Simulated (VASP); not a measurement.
Runs of VASP 6.6.1 on Sn. The structure is that of space group I4_1/amd (No. 141), or close to it. The cells are those of the table. 

| level | potentials or basis | spin | cell | gap on the mesh (eV) | pressure (GPa) |
| --- | --- | --- | --- | --- | --- |
| PBEsol | VASP PAW PBE potentials, release 64 (Sn_d) | off | a = 4.455 Å, angles 97.4, 97.4, 137.9°, 2 atoms | none | (b) |
| PBEsol | VASP PAW PBE potentials, release 64 (Sn_d) | off | a = 4.395 Å, angles 97.4, 97.4, 137.9°, 2 atoms | none | 0.6 |
| PBE | VASP PAW PBE potentials, release 64 (Sn_d) | off | a = 4.514 Å, angles 97.4, 97.4, 137.9°, 2 atoms | none | -0.7 |
| LDA | VASP PAW LDA potentials, release 64 (Sn_d) | off | a = 4.395 Å, angles 97.4, 97.4, 137.9°, 2 atoms | none | -0.9 |
| LDA | VASP PAW LDA potentials, release 64 (Sn_d) | off | a = 4.455 Å, angles 97.4, 97.4, 137.9°, 2 atoms | none | (a) |
| PBE | VASP PAW PBE potentials, release 64 (Sn_d) | non-collinear, zero start, SOC | a = 4.455 Å, angles 97.4, 97.4, 137.9°, 2 atoms | - | 1.3 |
| PBE | VASP PAW PBE potentials, release 64 (Sn_d) | off | a = 4.455 Å, angles 97.4, 97.4, 137.9°, 2 atoms | none | 1.3 |

Alike in all rows: task single point; k mesh 12 × 12 × 12; cutoff (eV) 520; smearing fermi-dirac 0.05 eV.

Fill in the values left out.

(a) -2.9; (b) -1.6.

Caveats: spin-orbit coupling is left out, which moves the levels of the heavy elements (at least some runs); the PAW data sets were made with another functional, which shifts forces and pressure a little (at least some runs).

A k mesh can miss the band edges, and rows without SOC leave out spin-orbit coupling on Sn.

A gap of «none» marks levels without a gap at the run's occupations.
